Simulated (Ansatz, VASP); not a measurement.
**In: VASP beside Ansatz**

Contents of INCAR:

```
SYSTEM = In
PREC = Accurate ; ENCUT = 400
EDIFF = 1E-8 ; ISMEAR = -1
SIGMA = 0.05 ; LREAL = .False.
LASPH = .True. ; NELM = 120
ALGO = Normal ; ISIF = 2
LWAVE = .False. ; LCHARG = .False.
GGA = PE ; LEFG = .True.
NBANDS = 12 ; GGA_COMPAT = .False.
```

The input KPOINTS:

```
regular mesh
0
Gamma
  12 12 14
  0 0 0
```

Contents of POSCAR:

```
In
1.0
   -1.6466505000      1.6219110000      2.4739500000
    1.6219110000     -1.6466505000      2.4739500000
    1.6303890000      1.6303890000     -2.4902115000
In
1
Direct
    0.0000000000      0.0000000000      0.0000000000
```

Input for Ansatz:

```yaml
crystal:
  lattice:
    - [-1.6466505, 1.621911, 2.47395]
    - [1.621911, -1.6466505, 2.47395]
    - [1.630389, 1.630389, -2.4902115]
  atoms:
    - { symbol: In, position: [0.0, 0.0, 0.0] }
kpoints:
  mp_grid: { grid: [12, 12, 14] }
scf:
  occupations: { method: fermi_dirac, width: 0.05 }
hamiltonian:
  xc: pbe
  pseudopotentials: { kind: all_electron, datasets: crystal }
output:
  forces: true
  stress: true
  eigenvalues: true
  efg: { contact_densities: true }
```

Change from the starting cell: equal xy, yz and zx shear strains of -1 %, crystal datasets.

Alike in both runs: task electric field gradients; functional PBE; k mesh 12 × 12 × 14; occupations fermi-dirac, width 0.05 eV; no spin polarisation.

|  | VASP | Ansatz |
| --- | --- | --- |
| version | VASP 6.6.1 | Ansatz 0.2.0 |
| potentials or method | VASP PAW PBE potentials, release 64 (In_d), cutoff 400 eV | all-electron PAW with datasets made for the crystal, scalar-relativistic |

```tsv
	VASP	Ansatz	Ansatz less VASP
pressure (GPa)	2.0	2.0	+0.07
traceless stress, the component that is largest in VASP (GPa)	0.29	0.29	+0.002
size of Vzz on the site where it differs most (V/Å²)	18.3	18.7	+0.39
```

Ansatz ran all-electron here, and VASP with PAW potentials.
